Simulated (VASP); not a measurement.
# Ru (P6_3/mmc) in VASP: further runs

The runs below take Ru through single point, with r2SCAN0, PBE0.

Everything below comes from runs of VASP 6.6.1. Logs are shortened: lines on timing, memory, paths and dates and some standing lists are left out, and cuts for length are marked.

### Step 1. The cell of the first run

It takes space group P6_3/mmc (No. 194, hexagonal). Conventional cell: a = 2.724 Å, b = 2.724 Å, c = 4.310 Å, α = 90.00°, β = 90.00°, γ = 120.00°. Within 3.5 Å of Ru (site symmetry -6m2) lie 12 Ru at 2.67 to 2.72 Å.

### Step 2. Single point, r2SCAN0

POSCAR

```
Ru
1.0
    2.7237197275      0.0000000000      0.0000000000
   -1.3618598638      2.3588104769      0.0000000000
    0.0000000000      0.0000000000      4.3102577801
Ru
2
Direct
    0.6666666667      0.3333333333      0.7500000000
    0.3333333333      0.6666666667      0.2500000000
```

INCAR.step1

```
SYSTEM = Ru
ALGO = Normal
EDIFF = 1E-5
ENCUT = 520
GGA = PE
ISIF = 2
ISMEAR = -1
LASPH = .True.
LREAL = .False.
LWAVE = .True.
NBANDS = 21
NELM = 80
PREC = Accurate
SIGMA = 0.05
```

INCAR.step2

```
SYSTEM = Ru
AEXX = 0.25
ALGO = Normal
EDIFF = 1E-6
ENCUT = 520
ISIF = 2
ISMEAR = -1
ISTART = 1
LASPH = .True.
LCHARG = .True.
LELF = .True.
LHFCALC = .True.
LMIXTAU = .True.
LREAL = .False.
LVHAR = .True.
LWAVE = .False.
METAGGA = R2SCAN
NBANDS = 21
NELM = 80
PREC = Accurate
PRECFOCK = Normal
SIGMA = 0.05
```

KPOINTS

```
k-points
0
Gamma
  6 6 3
  0 0 0
```

Potentials or basis: VASP PAW PBE potentials, release 64 (Ru_pv).

On the command line:

```sh
cat potpaw_PBE.64/Ru_pv/POTCAR > POTCAR
cp INCAR.step1 INCAR
mpirun -np 1 vasp_std > vasp.out
cp INCAR.step2 INCAR
mpirun -np 1 vasp_std > vasp.out
```

OUTCAR:

```text
SYSTEM = Ru
   AEXX = 0.25
   EDIFF = 1E-6
   ENCUT = 520
   ISIF = 2
   ISMEAR = -1
   ISTART = 1
   LASPH = .True.
   LHFCALC = .True.
   LREAL = .False.
   METAGGA = R2SCAN
   NELM = 80
   PREC = Accurate
   PRECFOCK = Normal

 ion  position               nearest neighbor table
   1  0.667  0.333  0.750-   2 2.67   2 2.67   2 2.67   2 2.67   2 2.67   2 2.67
   2  0.333  0.667  0.250-   1 2.67   1 2.67   1 2.67   1 2.67   1 2.67   1 2.67

  LATTYP: Found a hexagonal cell.
 ALAT       =     2.7237197275
 C/A-ratio  =     1.5824894671

  Lattice vectors:

 A1 = (   2.7237197275,   0.0000000000,   0.0000000000)
 A2 = (  -1.3618598638,   2.3588104769,   0.0000000000)
 A3 = (   0.0000000000,   0.0000000000,   4.3102577801)

Analysis of symmetry for initial positions (statically):
=====================================================================
 Subroutine PRICEL returns:
 Original cell was already a primitive cell.

 Routine SETGRP: Setting up the symmetry group for a
 hexagonal supercell.

 Subroutine GETGRP returns: Found 24 space group operations
 (whereof 12 operations were pure point group operations)
 out of a pool of 24 trial point group operations.

The static configuration has the point symmetry D_3d.
 The point group associated with its full space group is D_6h.

Analysis of symmetry for dynamics (positions and initial velocities):
=====================================================================
 Subroutine PRICEL returns:
 Original cell was already a primitive cell.

 Routine SETGRP: Setting up the symmetry group for a
 hexagonal supercell.

 Subroutine GETGRP returns: Found 24 space group operations
 (whereof 12 operations were pure point group operations)
 out of a pool of 24 trial point group operations.

The dynamic configuration has the point symmetry D_3d.
 The point group associated with its full space group is D_6h.

 Subroutine INISYM returns: Found 24 space group operations
 (whereof 12 operations are pure point group operations),
 and found     1 'primitive' translations

----------------------------------------------------------------------------------------

                                     Primitive cell

  volume of cell :      27.6923

  direct lattice vectors                    reciprocal lattice vectors
     2.723719727  0.000000000  0.000000000     0.367144971  0.211971248  0.000000000
    -1.361859864  2.358810477  0.000000000     0.000000000  0.423942496  0.000000000
     0.000000000  0.000000000  4.310257780     0.000000000  0.000000000  0.232004685

  length of vectors
     2.723719727  2.723719728  4.310257780     0.423942496  0.423942496  0.232004685

  position of ions in fractional coordinates (direct lattice)
     0.666666667  0.333333333  0.750000000
     0.333333333  0.666666667  0.250000000

  ion indices of the primitive-cell ions
   primitive index   ion index
                 1           1
                 2           2

----------------------------------------------------------------------------------------

 KPOINTS: k-points

Automatic generation of k-mesh.
 Grid dimensions read from file:
 generate k-points for:    6    6    3

 Generating k-lattice:

  Cartesian coordinates                     Fractional coordinates (reciprocal lattice)
     0.061190828  0.035328541  0.000000000     0.166666667  0.000000000  0.000000000
     0.000000000  0.070657083  0.000000000     0.000000000  0.166666667  0.000000000
     0.000000000  0.000000000  0.077334895     0.000000000  0.000000000  0.333333333

  Length of vectors
     0.070657083  0.070657083  0.077334895

  Shift w.r.t. Gamma in fractional coordinates (k-lattice)
     0.000000000  0.000000000  0.000000000

 Subroutine IBZKPT returns following result:
 ===========================================

 Found     14 irreducible k-points:

 Following reciprocal coordinates:
            Coordinates               Weight
  0.000000  0.000000  0.000000      1.000000
  0.166667 -0.000000  0.000000      6.000000
  0.333333 -0.000000  0.000000      6.000000
  0.500000 -0.000000  0.000000      3.000000
  0.166667  0.166667  0.000000      6.000000
  0.333333  0.166667  0.000000     12.000000
  0.333333  0.333333  0.000000      2.000000
  0.000000  0.000000  0.333333      2.000000
  0.166667 -0.000000  0.333333     12.000000
  0.333333 -0.000000  0.333333     12.000000
  0.500000 -0.000000  0.333333      6.000000
  0.166667  0.166667  0.333333     12.000000
  0.333333  0.166667  0.333333     24.000000
  0.333333  0.333333  0.333333      4.000000
   k-points           NKPTS =     14   k-points in BZ     NKDIM =    108   number of bands    NBANDS=     21
   number of dos      NEDOS =    301   number of ions     NIONS =      2
   total plane-waves  NPLWV =  12800
   dimension x,y,z NGX =    20 NGY =   20 NGZ =   32
   dimension x,y,z NGXF=    40 NGYF=   40 NGZF=   64
   ions per type =               2
   NGX,Y,Z   is equivalent  to a cutoff of  12.21, 12.21, 12.34 a.u.
   NGXF,Y,Z  is equivalent  to a cutoff of  24.41, 24.41, 24.68 a.u.
 SYSTEM =  Ru
   PREC   = accura    normal or accurate (medium, high low for compatibility)
   ISTART =      1    job   : 0-new  1-cont  2-samecut
   ICHARG =      0    charge: 1-file 2-atom 10-const
   ISPIN  =      1    spin polarized calculation?
   LNONCOLLINEAR =      F non collinear calculations
   LSORBIT =      F    spin-orbit coupling
   LASPH  =      T    aspherical Exc in radial PAW
   ENCUT  =  520.0 eV  38.22 Ry    6.18 a.u.   5.06  5.06  8.01*2*pi/ulx,y,z
   NELM   =     80;   NELMIN=  2; NELMDL=  0     # of ELM steps
   EDIFF  = 0.1E-05   stopping-criterion for ELM
   LREAL  =      F    real-space projection
   EDIFFG = 0.1E-04   stopping-criterion for IOM
   NSW    =      0    number of steps for IOM
   IBRION =     -1    ionic relax: 0-MD 1-quasi-New 2-CG
   NFREE  =      0    steps in history (QN), initial steepest desc. (CG)
   ISIF   =      2    stress and relaxation
   ISYM   =      3    0-nonsym 1-usesym 2-fastsym
   POTIM  = 0.5000    time-step for ionic-motion
   TEBEG  =    0.0;   TEEND  =   0.0 temperature during run
   PSTRESS=    0.0 pullay stress
   NELECT =      28.0000    total number of electrons
   NUPDOWN=      -1.0000    fix difference up-down
   EMIN   =  10.00;   EMAX   =-10.00  energy-range for DOS
   EFERMI =   0.00;   METHOD = LEGACY
   ISMEAR =    -1;   SIGMA  =   0.05  broadening in eV -4-tet -1-fermi 0-gaus
   EFERMI_NEDOS =   21; number of points for ismear=-14 and -15
   IALGO  =     38    algorithm
   IMIX   =      1    mixing-type and parameters
     AMIX     =   0.40;   BMIX     =  1.00
     AMIX_MAG =   1.60;   BMIX_MAG =  1.00
  volume/ion in A,a.u.               =      13.85        93.44
  Fermi-wavevector in a.u.,A,eV,Ry     =   1.643140  3.105085 36.734499  2.699910
  Thomas-Fermi vector in A             =   2.733325
   LORBIT       =      0    0 simple, 1 ext, 2 COOP (PROOUT), +10 PAW based schemes
   METAGGA = R2SCAN    functional components
   LHFCALC =     T    Hartree Fock is set to
   PRECFOCK=normal    Normal, Fast or Accurate (Low or Medium for compatibility)
   ENCUT4O =  -1.0   cutoff for four orbital integrals eV
   NKREDX  =     1    reduce k-point grid by
   NKREDY  =     1    reduce k-point grid by
   NKREDZ  =     1    reduce k-point grid by
   AEXX    =    0.2500 exact exchange contribution
   HFSCREEN=    0.0000 screening length (either q_TF or 0.3 A-1)
   HFSCREENC=   0.0000 screening length for correlation (either q_TF or 0.3 A-1)
   ENCUTFOCK=  -1.0 apply spherical cutoff to Coloumb kernel
   IVDW    =     0    specifies the selected vdW correction
   LEPSILON=     F    determine dielectric tensor
   LRPA    =     F    only Hartree local field effects (RPA)
 non-spin polarized calculation
  energy-cutoff  :      520.00
  volume of cell :       27.69
 maximum number of plane-waves:       759
  NGX = 16; NGY = 16; NGZ = 28

 number of electron      28.0000014 magnetization

 Free energy of the ion-electron system (eV)
  ---------------------------------------------------
  ext. energy  EPLUGINS =         0.00000000
  ---------------------------------------------------
  free energy    TOTEN  =       -48.19752681 eV

  energy without entropy =      -48.19741784  energy(sigma->0) =      -48.19747233

 E-fermi :  12.0780     XC(G=0): -11.8631

 val. band max:       11.7413244312   @ k =   0.1667   0.1667   0.0000
 cond. band min:      12.4419416481   @ k =   0.5000  -0.0000   0.3333
 fundamental gap:      0.7006172170
 Fermi energy:        12.0780140585

 k-point     1 :       0.0000    0.0000    0.0000
  band No.  band energies     occupation
      1     -36.0604      2.00000
      2     -34.9782      2.00000
      3     -34.9782      2.00000
      4     -34.7815      2.00000
      5     -34.7815      2.00000
      6     -34.7374      2.00000
[... 13 lines left out ...]
     20      25.5398      0.00000
     21      25.5415      0.00000

 k-point     2 :       0.1667   -0.0000    0.0000
  band No.  band energies     occupation
      1     -35.9527      2.00000
      2     -35.1942      2.00000
      3     -35.0493      2.00000
      4     -35.0043      2.00000
      5     -34.8132      2.00000
      6     -34.7919      2.00000
[... 13 lines left out ...]
     20      25.5399      0.00000
     21      25.5415      0.00000

 k-point     3 :       0.3333   -0.0000    0.0000
  band No.  band energies     occupation
      1     -35.6949      2.00000
      2     -35.6264      2.00000
      3     -35.4244      2.00000
      4     -35.1847      2.00000
      5     -34.9445      2.00000
      6     -34.8829      2.00000
[... 13 lines left out ...]
     20      25.5367      0.00000
     21      25.5407      0.00000
[... 217 lines left out ...]
 k-point    13 :       0.3333    0.1667    0.3333
  band No.  band energies     occupation
      1     -35.8576      2.00000
      2     -35.7553      2.00000
      3     -35.3518      2.00000
      4     -35.2007      2.00000
      5     -35.0927      2.00000
      6     -34.9575      2.00000
[... 13 lines left out ...]
     20      25.5402      0.00000
     21      25.5421      0.00000

 k-point    14 :       0.3333    0.3333    0.3333
  band No.  band energies     occupation
      1     -35.7281      2.00000
      2     -35.7281      2.00000
      3     -35.5820      2.00000
      4     -35.3712      2.00000
      5     -35.0188      2.00000
      6     -35.0188      2.00000
[... 13 lines left out ...]
     20      25.5394      0.00000
     21      25.5394      0.00000

------------------------ aborting loop because EDIFF is reached ----------------------------------------

  FORCE on cell =-STRESS in cart. coord.  units (eV):
  Direction    XX          YY          ZZ          XY          YZ          ZX
  --------------------------------------------------------------------------------------
  -------------------------------------------------------------------------------------
  Total       -2.5421517     -2.5421517     -4.2051950      0.0000000     -0.0000000      0.0000000
  in kB     -147.0799055   -147.0799055   -243.2977080      0.0000000     -0.0000000      0.0000000
  external PRESSURE =    -179.1525064 kB  Pullay stress =       0.0000000 kB

 VOLUME and BASIS-vectors are now :
 -----------------------------------------------------------------------------
  energy-cutoff  :      520.00
  volume of cell :       27.69
      direct lattice vectors                 reciprocal lattice vectors
     2.723719727  0.000000000  0.000000000     0.367144971  0.211971248  0.000000000
    -1.361859864  2.358810477  0.000000000     0.000000000  0.423942496  0.000000000
     0.000000000  0.000000000  4.310257780     0.000000000  0.000000000  0.232004685

 POSITION                                       TOTAL-FORCE (eV/Angst)
 -----------------------------------------------------------------------------------
      1.36186      0.78627      3.23269         0.000000     -0.000000      0.000000
     -0.00000      1.57254      1.07756        -0.000000      0.000000     -0.000000
 -----------------------------------------------------------------------------------
    total drift:                                0.000000      0.000000     -0.000000

  FREE ENERGIE OF THE ION-ELECTRON SYSTEM (eV)
  ---------------------------------------------------
  free  energy   TOTEN  =       -48.1975268135 eV

  energy  without entropy=      -48.1974178373  energy(sigma->0) =      -48.19747233
```

It took 37 min on 1 thread of Oxide Virtual Turin-like, shared host; peak memory 0.14 GiB.

Results:

- Free energy: -48.1975 eV
- Pressure: -17.9 GPa
- Band gap on the k mesh: zero (bands 14 and 15 overlap by 4.47 eV)

Caveat: the k points lie up to 0.49 Å⁻¹ apart, too coarse for converged energies and pressures of a metal; the PAW data sets were made with another functional, which shifts forces and pressure a little.

### Step 3. Single point, r2SCAN0

This run uses another cell than the first one, of 14.12 Å³/atom.

POSCAR

```
Ru
1.0
    2.7414067149      0.0000000000      0.0000000000
   -1.3707033574      2.3741278572      0.0000000000
    0.0000000000      0.0000000000      4.3382472512
Ru
2
Direct
    0.6666666667      0.3333333333      0.7500000000
    0.3333333333      0.6666666667      0.2500000000
```

INCAR.step1

```
PREC = Accurate
ENCUT = 520
EDIFF = 1E-5
ISMEAR = -1
SIGMA = 0.05
LREAL = F
LASPH = T
NELM = 100
ALGO = Normal
ISIF = 2
LWAVE = T
LCHARG = F
GGA = PE
NBANDS = 21
```

INCAR.step2

```
PREC = Accurate
ENCUT = 520
EDIFF = 1E-6
ISMEAR = -1
SIGMA = 0.05
LREAL = F
LASPH = T
NELM = 100
ALGO = Normal
ISIF = 2
LWAVE = F
LCHARG = F
METAGGA = R2SCAN
LHFCALC = T
AEXX = 0.25
LMIXTAU = T
PRECFOCK = Normal
ISTART = 1
NBANDS = 21
```

KPOINTS

```
regular mesh
0
Gamma
  6 6 3
```

Potentials or basis: VASP PAW PBE potentials, release 64 (Ru_pv).

On the command line:

```sh
cat potpaw_PBE.64/Ru_pv/POTCAR > POTCAR
cp INCAR.step1 INCAR
mpirun -np 1 vasp_std > vasp.out
cp INCAR.step2 INCAR
mpirun -np 1 vasp_std > vasp.out
```

Wall time 43 min (1 thread of Oxide Virtual Turin-like, shared host); peak memory 0.13 GiB.

The run converged. Its results:

```yaml
Free_energy: -48.1280 eV
Pressure: -23.4 GPa
Band_gap_on_the_k_mesh: zero (bands 14 and 15 overlap by 4.39 eV)
```

Stress tensor (GPa, compression positive):
```
-20.17   0.00   0.00
  0.00 -20.17   0.00
  0.00   0.00 -29.77
```

Levels at points of the mesh, in eV from the Fermi level:
```
           k point  band 11  band 12  band 13  band 14  band 15  band 16  band 17  band 18
(0.00, 0.00, 0.00)    -3.13    -2.71    -2.71    -2.19    -2.19     1.64     1.73     1.73
(0.50, 0.00, 0.00)    -2.87    -2.36    -2.11     2.09     2.49     2.55     5.00     7.25
```

Caveat: the k points lie up to 0.48 Å⁻¹ apart, too coarse for converged energies and pressures of a metal; the PAW data sets were made with another functional, which shifts forces and pressure a little.

### Step 4. Single point, PBE0

This run uses another cell than the first one, of 14.12 Å³/atom.

POSCAR is that of step 3.

INCAR.step1

```
PREC = Accurate ; ENCUT = 520
EDIFF = 1E-5 ; ISMEAR = -1
SIGMA = 0.05 ; LREAL = False
LASPH = True ; NELM = 80
ALGO = Normal ; ISIF = 2
LWAVE = True ; LCHARG = False
GGA = PE ; NBANDS = 21
```

INCAR.step2

```
PREC = Accurate ; ENCUT = 520
EDIFF = 1E-6 ; ISMEAR = -1
SIGMA = 0.05 ; LREAL = False
LASPH = True ; NELM = 80
ALGO = Normal ; ISIF = 2
LWAVE = False ; LCHARG = False
GGA = PE ; LHFCALC = True
AEXX = 0.25 ; PRECFOCK = Normal
ISTART = 1 ; NBANDS = 21
```

KPOINTS

```
regular mesh
0
Gamma
  6 6 4
```

On the command line:

```sh
cat potpaw_PBE.64/Ru_pv/POTCAR > POTCAR
cp INCAR.step1 INCAR
mpirun -np 1 vasp_std > vasp.out
cp INCAR.step2 INCAR
mpirun -np 1 vasp_std > vasp.out
```

Run time: 1.9 h. Hardware: 1 thread of Oxide Virtual Turin-like, shared host; peak memory 0.12 GiB.

The run converged. Its results:

* Free energy: -23.5091 eV
* Pressure: -20.0 GPa
* Band gap on the k mesh: zero (bands 14 and 15 overlap by 4.15 eV)

Stress tensor (GPa, compression positive):
```
-16.80   0.00   0.00
  0.00 -16.80   0.00
  0.00   0.00 -26.38
```

Levels at points of the mesh, in eV from the Fermi level:
| k point | band 10 | band 11 | band 12 | band 13 | band 14 | band 15 | band 16 | band 17 | band 18 | band 19 |
| --- | --- | --- | --- | --- | --- | --- | --- | --- | --- | --- |
| (0.00, 0.00, 0.00) | -3.62 | -3.38 | -2.89 | -2.89 | -2.38 | -2.38 | 1.33 | 1.49 | 1.49 | 11.19 |
| (0.50, 0.00, 0.00) | -4.15 | -2.99 | -2.51 | -2.34 | 1.76 | 2.19 | 2.25 | 4.66 | 6.83 | 12.00 |
| (0.00, 0.00, 0.50) | -3.85 | -3.85 | -3.85 | -3.61 | -3.61 | 0.71 | 0.71 | 0.71 | 0.71 | 14.56 |
| (0.50, 0.00, 0.50) | -5.68 | -1.87 | -1.87 | 0.59 | 0.59 | 2.03 | 2.03 | 3.85 | 3.85 | 11.42 |

Caveat: the k points lie up to 0.44 Å⁻¹ apart, too coarse for converged energies and pressures of a metal; the PAW data sets were made with another functional, which shifts forces and pressure a little.

### Step 5. Overview

```csv
level,cell,k mesh,gap on the mesh (eV),pressure (GPa)
r2SCAN0,"a = 2.724, b = 2.724, c = 4.310 Å, angles 90.0, 90.0, 120.0°, 2 atoms",6 × 6 × 3,none,-17.9
r2SCAN0,"a = 2.741, b = 2.741, c = 4.338 Å, angles 90.0, 90.0, 120.0°, 2 atoms",6 × 6 × 3,none,-23.4
PBE0,"a = 2.741, b = 2.741, c = 4.338 Å, angles 90.0, 90.0, 120.0°, 2 atoms",6 × 6 × 4,none,-20.0
```

Alike in all rows: task single point; potentials or basis VASP PAW PBE potentials, release 64 (Ru_pv); no spin polarisation; cutoff (eV) 520; smearing fermi-dirac 0.05 eV.

Caveats: all runs use coarse meshes; the PAW data sets were made with another functional, which shifts forces and pressure a little.

Total energies depend on the potentials used, so only differences within one code and one set of settings carry meaning.

The gap in the log of VASP goes by the Fermi energy; the results here count the filled bands.